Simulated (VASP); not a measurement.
Wanted: the native input for a VASP 6.6.1 run.

```yaml
Task: single point
Functional: BLYP
Dispersion: D3(BJ)
Potentials_or_basis: VASP PAW PBE potentials, release 64 (Si, O)
Cutoff: 520 eV
k_mesh: 7 × 7 × 7
Occupations: fermi-dirac, width 0.05 eV
Spin: no spin polarisation
Dipole_correction: no
Further_INCAR_settings: ALGO = Normal; EDIFF = 1e-06; NBANDS = 44
```

The structure of SiO2 lies in POSCAR:

```
SiO2
1.0
   -2.7981058140      2.7981058140      5.6572489657
    2.7981058140     -2.7981058140      5.6572489657
    2.7981058140      2.7981058140     -5.6572489657
Si O
4 8
Direct
    0.8750000000      0.2685720022      0.8935720022
    0.0185720022      0.6250000000      0.8935720022
    0.7314279978      0.1250000000      0.1064279978
    0.3750000000      0.9814279978      0.1064279978
    0.6354310266      0.1354310266      0.5000000000
    0.4622293756      0.9622293756      0.9244587513
    0.0377706244      0.5377706244      0.0755412487
    0.1145689734      0.1145689734      0.0000000000
    0.8854310266      0.8854310266      0.0000000000
    0.8645689734      0.3645689734      0.5000000000
    0.2877706244      0.7122293756      0.0000000000
    0.7122293756      0.2877706244      0.0000000000
```

One way to write it, as run:

INCAR

```
  AGGAC = 1.0
  AGGAX = 1.0
  ALDAC = 0.0
  ALDAX = 1.0
  ALGO = Normal
  EDIFF = 1E-6
  ENCUT = 520
  GGA = B5
  ISIF = 2
  ISMEAR = -1
  IVDW = 12
  LASPH = True
  LCHARG = False
  LREAL = False
  LWAVE = False
  NBANDS = 44
  NELM = 60
  PREC = Accurate
  SIGMA = 0.05
  VDW_A1 = 0.4298
  VDW_A2 = 4.2359
  VDW_S6 = 1.0
  VDW_S8 = 2.6996
```

KPOINTS

```
k-points
0
Gamma
  7 7 7
```

Potentials or basis: VASP PAW PBE potentials, release 64 (Si, O).

Run with:

```console
$ cat potpaw_PBE.64/Si/POTCAR potpaw_PBE.64/O/POTCAR > POTCAR
$ mpirun -np 1 vasp_std > vasp.out
```

It gave:

```
Pressure                   : 0.7 GPa
Largest force              : 0.073 eV/Å
Band gap on the k mesh     : 4.86 eV, direct
Dispersion energy per atom : -0.239 eV
```

Caveat: the PAW data sets were made with another functional, which shifts forces and pressure a little.

It took 16 min on 1 thread of AMD EPYC 7R13 Processor (Zen 3) (shared host), peak memory 0.48 GiB.
